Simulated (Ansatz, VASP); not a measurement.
**Ba in VASP and in Ansatz**

```
Ba
1.0
    14.00000    0.00000    0.00000
     0.00000   14.40000    0.00000
     0.00000    0.00000   14.80000
Ba
1
Direct
  0.50000 0.50000 0.50000
```

Alike in both runs: task single point; functional PBEsol; k mesh 1 × 1 × 1; occupations fermi-dirac, width 0.01 eV; collinear spin.

|  | VASP | Ansatz |
| --- | --- | --- |
| version | VASP 6.6.1 | Ansatz 0.2.0 |
| potentials or method | VASP PAW PBE potentials, release 64 (Ba_sv), cutoff 520 eV | plane waves (420 eV) with PAW, scalar-relativistic |
| valence electrons in the cell | 10 | 10 |

```csv
,VASP,Ansatz,Ansatz less VASP
gap on the k mesh at the Fermi level (eV),1.21,1.21,+0.002
net moment per atom (μB),0.00,0.00,0.000
```

VASP's potentials were made for PBE, not for PBEsol, and Ansatz warns of the same on its side. Ansatz's warnings: seeded moment not kept.

Neither program's run includes spin-orbit coupling.
